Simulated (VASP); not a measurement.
# Pd in VASP: further runs, part 2 of 3

VASP 6.6.1.

## Step 3: Single point, BLYP

This run uses another cell than the first one: it holds 1 atom, not 2.

File INCAR:

```
SYSTEM = Pd
PREC = Accurate ; ENCUT = 520
EDIFF = 1E-7 ; ISMEAR = -1
SIGMA = 0.1 ; LREAL = .FALSE.
LASPH = .TRUE. ; NELM = 60
ALGO = Normal ; ISIF = 2
LWAVE = .FALSE. ; LCHARG = .FALSE.
GGA = B5 ; ALDAX = 1.0
AGGAX = 1.0 ; AGGAC = 1.0
ALDAC = 0.0 ; NBANDS = 11
```

File KPOINTS:

```
Automatic mesh
0
G
  14 14 14
  0 0 0
```

File POSCAR:

```
Pd
1.0
    0.0000000000      2.0158423276      2.0158423276
    2.0158423276      0.0000000000      2.0158423276
    2.0158423276      2.0158423276      0.0000000000
Pd
1
Direct
    0.0000000000      0.0000000000      0.0000000000
```

Potentials or basis: VASP PAW PBE potentials, release 64 (Pd).

Run with:

```sh
$ cat potpaw_PBE.64/Pd/POTCAR > POTCAR
$ mpirun -np 1 vasp_std > vasp.out
```

OUTCAR:

```text
SYSTEM = Pd
   PREC = Accurate
   ENCUT = 520
   EDIFF = 1E-7
   ISMEAR = -1
   LREAL = .FALSE.
   LASPH = .TRUE.
   NELM = 60
   ISIF = 2
   GGA = B5

 ion  position               nearest neighbor table
   1  0.000  0.000  0.000-

  LATTYP: Found a face centered cubic cell.
 ALAT       =     4.0316846552

  Lattice vectors:

 A1 = (   0.0000000000,   2.0158423276,   2.0158423276)
 A2 = (   2.0158423276,   0.0000000000,   2.0158423276)
 A3 = (   2.0158423276,   2.0158423276,   0.0000000000)

Analysis of symmetry for initial positions (statically):
=====================================================================
 Subroutine PRICEL returns:
 Original cell was already a primitive cell.

 Routine SETGRP: Setting up the symmetry group for a
 face centered cubic supercell.

 Subroutine GETGRP returns: Found 48 space group operations
 (whereof 48 operations were pure point group operations)
 out of a pool of 48 trial point group operations.

The static configuration has the point symmetry O_h .

Analysis of symmetry for dynamics (positions and initial velocities):
=====================================================================
 Subroutine PRICEL returns:
 Original cell was already a primitive cell.

 Routine SETGRP: Setting up the symmetry group for a
 face centered cubic supercell.

 Subroutine GETGRP returns: Found 48 space group operations
 (whereof 48 operations were pure point group operations)
 out of a pool of 48 trial point group operations.

The dynamic configuration has the point symmetry O_h .

 Subroutine INISYM returns: Found 48 space group operations
 (whereof 48 operations are pure point group operations),
 and found     1 'primitive' translations

----------------------------------------------------------------------------------------

                                     Primitive cell

  volume of cell :      16.3832

  direct lattice vectors                    reciprocal lattice vectors
     0.000000000  2.015842328  2.015842328    -0.248035272  0.248035272  0.248035272
     2.015842328  0.000000000  2.015842328     0.248035272 -0.248035272  0.248035272
     2.015842328  2.015842328  0.000000000     0.248035272  0.248035272 -0.248035272

  length of vectors
     2.850831559  2.850831559  2.850831559     0.429609693  0.429609693  0.429609693

  position of ions in fractional coordinates (direct lattice)
     0.000000000  0.000000000  0.000000000

  ion indices of the primitive-cell ions
   primitive index   ion index
                 1           1

----------------------------------------------------------------------------------------

 KPOINTS: Automatic mesh

Automatic generation of k-mesh.
 Grid dimensions read from file:
 generate k-points for:   14   14   14

 Generating k-lattice:

  Cartesian coordinates                     Fractional coordinates (reciprocal lattice)
    -0.017716805  0.017716805  0.017716805     0.071428571  0.000000000  0.000000000
     0.017716805 -0.017716805  0.017716805     0.000000000  0.071428571  0.000000000
     0.017716805  0.017716805 -0.017716805     0.000000000  0.000000000  0.071428571

  Length of vectors
     0.030686407  0.030686407  0.030686407

  Shift w.r.t. Gamma in fractional coordinates (k-lattice)
     0.000000000  0.000000000  0.000000000

 Subroutine IBZKPT returns following result:
 ===========================================

 Found    104 irreducible k-points:

 Following reciprocal coordinates:
            Coordinates               Weight
  0.000000  0.000000  0.000000      1.000000
  0.071429  0.000000  0.000000      8.000000
  0.142857  0.000000  0.000000      8.000000
  0.214286  0.000000  0.000000      8.000000
  0.285714  0.000000  0.000000      8.000000
  0.357143  0.000000  0.000000      8.000000
[... 16 lines left out ...]
  0.214286  0.142857  0.000000     24.000000
  0.285714  0.142857  0.000000     24.000000
 [... further k-points ...]
   k-points           NKPTS =    104   k-points in BZ     NKDIM =    104   number of bands    NBANDS=     11
   number of dos      NEDOS =    301   number of ions     NIONS =      1
   total plane-waves  NPLWV =  13824
   dimension x,y,z NGX =    24 NGY =   24 NGZ =   24
   dimension x,y,z NGXF=    48 NGYF=   48 NGZF=   48
   ions per type =               1
   NGX,Y,Z   is equivalent  to a cutoff of  14.00, 14.00, 14.00 a.u.
   NGXF,Y,Z  is equivalent  to a cutoff of  27.99, 27.99, 27.99 a.u.
 SYSTEM =  Pd
   PREC   = accura    normal or accurate (medium, high low for compatibility)
   ISTART =      0    job   : 0-new  1-cont  2-samecut
   ICHARG =      2    charge: 1-file 2-atom 10-const
   ISPIN  =      1    spin polarized calculation?
   LNONCOLLINEAR =      F non collinear calculations
   LSORBIT =      F    spin-orbit coupling
   LASPH  =      T    aspherical Exc in radial PAW
   ENCUT  =  520.0 eV  38.22 Ry    6.18 a.u.   5.30  5.30  5.30*2*pi/ulx,y,z
   NELM   =     60;   NELMIN=  2; NELMDL= -5     # of ELM steps
   EDIFF  = 0.1E-06   stopping-criterion for ELM
   LREAL  =      F    real-space projection
   EDIFFG = 0.1E-05   stopping-criterion for IOM
   NSW    =      0    number of steps for IOM
   IBRION =     -1    ionic relax: 0-MD 1-quasi-New 2-CG
   NFREE  =      0    steps in history (QN), initial steepest desc. (CG)
   ISIF   =      2    stress and relaxation
   ISYM   =      2    0-nonsym 1-usesym 2-fastsym
   POTIM  = 0.5000    time-step for ionic-motion
   TEBEG  =    0.0;   TEEND  =   0.0 temperature during run
   PSTRESS=    0.0 pullay stress
   NELECT =      10.0000    total number of electrons
   NUPDOWN=      -1.0000    fix difference up-down
   EMIN   =  10.00;   EMAX   =-10.00  energy-range for DOS
   EFERMI =   0.00;   METHOD = LEGACY
   ISMEAR =    -1;   SIGMA  =   0.10  broadening in eV -4-tet -1-fermi 0-gaus
   EFERMI_NEDOS =   21; number of points for ismear=-14 and -15
   IALGO  =     38    algorithm
   IMIX   =      4    mixing-type and parameters
     AMIX     =   0.40;   BMIX     =  1.00
     AMIX_MAG =   1.60;   BMIX_MAG =  1.00
  volume/ion in A,a.u.               =      16.38       110.56
  Fermi-wavevector in a.u.,A,eV,Ry     =   1.388699  2.624261 26.238648  1.928486
  Thomas-Fermi vector in A             =   2.512801
   LORBIT       =      0    0 simple, 1 ext, 2 COOP (PROOUT), +10 PAW based schemes
   GGA     = B5    functional components
   LHFCALC =     F    Hartree Fock is set to
   AEXX    =    0.0000 exact exchange contribution
   IVDW    =     0    specifies the selected vdW correction
   LEPSILON=     F    determine dielectric tensor
   LRPA    =     F    only Hartree local field effects (RPA)
 non-spin polarized calculation
  energy-cutoff  :      520.00
  volume of cell :       16.38
 maximum number of plane-waves:       459
 NGX is ok and might be reduce to    24

 number of electron      10.0000001 magnetization

 Free energy of the ion-electron system (eV)
  ---------------------------------------------------
  ext. energy  EPLUGINS =         0.00000000
  ---------------------------------------------------
  free energy    TOTEN  =        -4.41464995 eV

  energy without entropy =       -4.34109990  energy(sigma->0) =       -4.37787492

 E-fermi :   8.6416     XC(G=0): -11.9215

 val. band max:        8.6370894401   @ k =   0.3571   0.2857   0.0714
 cond. band min:       8.6470007062   @ k =  -0.2857   0.4286   0.1429
 fundamental gap:      0.0099112661
 Fermi energy:         8.6415867243

 k-point     1 :       0.0000    0.0000    0.0000
  band No.  band energies     occupation
      1       2.3947      2.00000
      2       6.2037      2.00000
      3       6.2037      2.00000
      4       6.2037      2.00000
      5       7.5481      1.99996
      6       7.5481      1.99996
      7      26.0178      0.00000
      8      30.0041      0.00000
      9      30.0041      0.00000
     10      30.0041      0.00000
     11      34.8045      0.00000
[... 309 lines left out ...]
 k-point    24 :       0.2857    0.1429    0.0000
  band No.  band energies     occupation
      1       4.3312      2.00000
      2       5.5924      2.00000
      3       6.4732      2.00000
      4       6.8219      2.00000
      5       7.7343      1.99977
      6       8.0380      1.99523
      7      23.2380      0.00000
      8      27.0307      0.00000
      9      27.3141      0.00000
     10      29.4896      0.00000
     11      33.0193      0.00000

 [... further k-points ...]

------------------------ aborting loop because EDIFF is reached ----------------------------------------

  FORCE on cell =-STRESS in cart. coord.  units (eV):
  Direction    XX          YY          ZZ          XY          YZ          ZX
  --------------------------------------------------------------------------------------
  -------------------------------------------------------------------------------------
  Total        0.0301643      0.0301643      0.0301643      0.0000000      0.0000000     -0.0000000
  in kB        2.9498752      2.9498752      2.9498752      0.0000000      0.0000000     -0.0000000
  external PRESSURE =       2.9498752 kB  Pullay stress =       0.0000000 kB

 VOLUME and BASIS-vectors are now :
 -----------------------------------------------------------------------------
  energy-cutoff  :      520.00
  volume of cell :       16.38
      direct lattice vectors                 reciprocal lattice vectors
     0.000000000  2.015842328  2.015842328    -0.248035272  0.248035272  0.248035272
     2.015842328  0.000000000  2.015842328     0.248035272 -0.248035272  0.248035272
     2.015842328  2.015842328  0.000000000     0.248035272  0.248035272 -0.248035272

 POSITION                                       TOTAL-FORCE (eV/Angst)
 -----------------------------------------------------------------------------------
      0.00000      0.00000      0.00000         0.000000      0.000000     -0.000000
 -----------------------------------------------------------------------------------
    total drift:                               -0.000000      0.000000      0.000000

  FREE ENERGIE OF THE ION-ELECTRON SYSTEM (eV)
  ---------------------------------------------------
  free  energy   TOTEN  =        -4.4146499516 eV

  energy  without entropy=       -4.3410998954  energy(sigma->0) =       -4.37787492
```

OSZICAR:

```text
N       E                     dE             d eps       ncg     rms          rms(c)
DAV:   1     0.435778080863E+02    0.43578E+02   -0.50413E+03  2296   0.840E+02
DAV:   2    -0.405957076192E+01   -0.47637E+02   -0.45969E+02  2582   0.178E+02
DAV:   3    -0.463316800926E+01   -0.57360E+00   -0.57102E+00  2786   0.212E+01
DAV:   4    -0.463617967548E+01   -0.30117E-02   -0.30113E-02  2783   0.162E+00
DAV:   5    -0.463621864220E+01   -0.38967E-04   -0.38966E-04  2976   0.159E-01    0.558E+00
DAV:   6    -0.442202769971E+01    0.21419E+00   -0.10618E+00  2789   0.810E+00    0.259E+00
DAV:   7    -0.441707088268E+01    0.49568E-02   -0.52494E-03  2722   0.719E-01    0.147E+00
DAV:   8    -0.441463965093E+01    0.24312E-02   -0.84329E-04  2825   0.216E-01    0.201E-02
DAV:   9    -0.441464802965E+01   -0.83787E-05   -0.24487E-05  3292   0.378E-02    0.858E-03
DAV:  10    -0.441465005355E+01   -0.20239E-05   -0.38856E-06  2752   0.183E-02    0.229E-03
DAV:  11    -0.441464987544E+01    0.17812E-06   -0.29222E-08  2145   0.179E-03    0.120E-03
DAV:  12    -0.441464995164E+01   -0.76205E-07   -0.50382E-09  1822   0.733E-04
   1 F= -.44146500E+01 E0= -.43778749E+01  d E =-.735501E-01
```

stdout:

```text
POSCAR found type information on POSCAR Pd
 POSCAR found :  1 types and       1 ions
 scaLAPACK will be used
 -----------------------------------------------------------------------------
|                                                                             |
|                                                                             |
|     You enforced a specific xc type in the INCAR file but a different       |
|     I HOPE YOU KNOW WHAT YOU ARE DOING!                                     |
|                                                                             |
 -----------------------------------------------------------------------------

 LDA part: xc-table for (Slater(with rela. corr.)+VWN5), standard interpolation
 POSCAR, INCAR and KPOINTS ok, starting setup
 FFT: planning ... GRIDC
 FFT: planning ... GRID_SOFT
 FFT: planning ... GRID
 WAVECAR not read
 entering main loop
```

Run time: 15 s. Hardware: 1 thread of Intel Xeon Platinum 8559C (Emerald Rapids), shared host; peak memory 0.15 GiB.

Results:

```yaml
Free_energy: -4.4146 eV
Pressure: 0.3 GPa
Band_gap_on_the_k_mesh: zero (band 5 reaches 8.85 eV, above the bottom of band 6 at 7.49 eV)
```

Levels at points of the mesh, in eV from the Fermi level:
```csv
k point,band 1,band 2,band 3,band 4,band 5,band 6,band 7,band 8,band 9,band 10
"(0.00, 0.00, 0.00)",-6.25,-2.44,-2.44,-2.44,-1.09,-1.09,17.38,21.36,21.36,21.36
"(0.50, 0.00, 0.00)",-4.52,-2.47,-2.47,-0.07,-0.07,1.45,6.52,16.75,20.01,20.01
"(0.50, 0.50, 0.00)",-4.55,-4.33,-0.10,0.20,0.20,3.51,9.76,12.67,12.67,20.28
```

Caveat: the PAW data sets were made with another functional, which shifts forces and pressure a little.

## Step 4: Relaxation of cell and atoms, BLYP

This run uses another cell than the first one: it holds 1 atom, not 2.

File INCAR:

```
SYSTEM = Pd
PREC = Accurate ; ENCUT = 600
EDIFF = 1E-6 ; ISMEAR = -1
SIGMA = 0.1 ; LREAL = .False.
LASPH = .True. ; NELM = 80
ALGO = Normal ; ISIF = 3
LWAVE = .False. ; LCHARG = .False.
GGA = B5 ; ALDAX = 1.0
AGGAX = 1.0 ; AGGAC = 1.0
ALDAC = 0.0 ; IBRION = 2
NSW = 80 ; EDIFFG = -0.01
```

File KPOINTS:

```
Automatic mesh
0
Gamma
  14 14 14
  0 0 0
```

File POSCAR:

```
Pd
1.0
    0.0000000000      1.9449000000      1.9449000000
    1.9449000000      0.0000000000      1.9449000000
    1.9449000000      1.9449000000      0.0000000000
Pd
1
Direct
    0.0000000000      0.0000000000      0.0000000000
```

Run with:

```sh
$ cat potpaw_PBE.64/Pd/POTCAR > POTCAR
$ mpirun -np 1 vasp_std > vasp.out
```

It took 99 s on 1 thread of Intel Xeon Platinum 8559C (Emerald Rapids), shared host; peak memory 0.16 GiB.

It converged, with:

| Property | Result |
| --- | --- |
| Free energy | -4.4131 eV |
| Relaxed volume | 16.41 Å³/atom |
| Relaxed cell | a = 2.852 Å, b = 2.852 Å, c = 2.852 Å, α = 60.00°, β = 60.00°, γ = 60.00° |
| Space group after relaxing (to 0.05 Å) | Fm-3m (No. 225) |
| Energy gained by relaxing | 93.0 meV/atom |
| Ionic steps | 17 |
| Pressure after relaxing | 0.1 GPa |
| Band gap on the k mesh | zero (band 5 reaches 8.83 eV, above the bottom of band 6 at 7.48 eV) |

Step by step:
| step | energy change (eV) | largest force (eV/Å) | pressure (GPa) | volume (Å³) |
| --- | --- | --- | --- | --- |
| 1 | 0.0000 | 0.0000 | 19.74 | 14.71 |
| 2 | 0.0219 | 0.0000 | -12.50 | 18.92 |
| 3 | -0.0929 | 0.0000 | -0.43 | 16.47 |
| 4 | -0.0930 | 0.0000 | -0.10 | 16.43 |
| 5 | -0.0930 | 0.0000 | 0.19 | 16.39 |
| 6 | -0.0930 | 0.0000 | 0.19 | 16.39 |
| 7 | -0.0930 | 0.0000 | 0.17 | 16.39 |
| 8 | -0.0930 | 0.0000 | 0.18 | 16.39 |
| 9 | -0.0930 | 0.0000 | 0.18 | 16.39 |
| 10 | -0.0930 | 0.0000 | 0.18 | 16.39 |
| 11 | -0.0930 | 0.0000 | 0.17 | 16.39 |
| 12 | -0.0930 | 0.0000 | 0.17 | 16.39 |
| 13 | -0.0930 | 0.0000 | 0.17 | 16.39 |
| 14 | -0.0930 | 0.0000 | 0.16 | 16.39 |
| 15 | -0.0930 | 0.0000 | 0.15 | 16.40 |
| 16 | -0.0930 | 0.0000 | 0.13 | 16.40 |
| 17 | -0.0930 | 0.0000 | 0.08 | 16.41 |

Final structure:
```
Pd
1.0
     0.00000    2.01675    2.01675
     2.01675    0.00000    2.01675
     2.01675    2.01675    0.00000
Pd
1
Cartesian
  0.0000 0.0000 0.0000
```

Levels at points of the mesh, in eV from the Fermi level:
```
           k point  band 3  band 4  band 5  band 6  band 7  band 8
(0.00, 0.00, 0.00)   -2.43   -2.43   -1.09   -1.09   17.37   21.35
(0.50, 0.00, 0.00)   -2.47   -0.07   -0.07    1.45    6.51   16.75
(0.50, 0.50, 0.00)   -0.10    0.20    0.20    3.51    9.74   12.66
```

Caveat: the PAW data sets were made with another functional, which shifts forces and pressure a little; the volume moved by +11 % from the deposited cell, more than functionals usually miss. Zero-point motion and thermal expansion aren't in these numbers.

(Part 2 of 3 ends here.)
